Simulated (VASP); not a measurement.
Ta, 1 atom in the cell. The structure is cubic, space group Im-3m (No. 229). The conventional cell has a = 3.303 Å, b = 3.303 Å, c = 3.303 Å, α = 90.00°, β = 90.00°, γ = 90.00°. Ta (site symmetry m-3m) has 14 Ta at 2.86 to 3.30 Å within 3.8 Å. 

- Program: VASP 6.6.1
- Task: relaxation of cell and atoms
- Functional: PBE
- Potentials or basis: VASP PAW PBE potentials, release 64 (Ta_pv)
- Cutoff: 600 eV
- k mesh: 15 × 15 × 15
- Occupations: methfessel-paxton, width 0.1 eV
- Spin: no spin polarisation
- Target pressure: 5 GPa
- Dipole correction: no
- Further INCAR settings: ALGO = Normal; EDIFF = 1e-06; IBRION = 2; EDIFFG = -0.05; NSW = 80; ISIF = 3

Potentials or basis: VASP PAW PBE potentials, release 64 (Ta_pv).

Run with:

```console
$ cat potpaw_PBE.64/Ta_pv/POTCAR > POTCAR
$ mpirun -np 1 vasp_std > vasp.out
```

Hardware: 1 thread of AMD EPYC 9R45 (Zen 5), with other jobs on the host.

How long does it take, and how much memory?

Run time: 22 s on 1 thread of AMD EPYC 9R45 (Zen 5), on a shared host, peak memory 0.13 GiB. Counts: scf iterations 23, k points 120, ion steps 3.
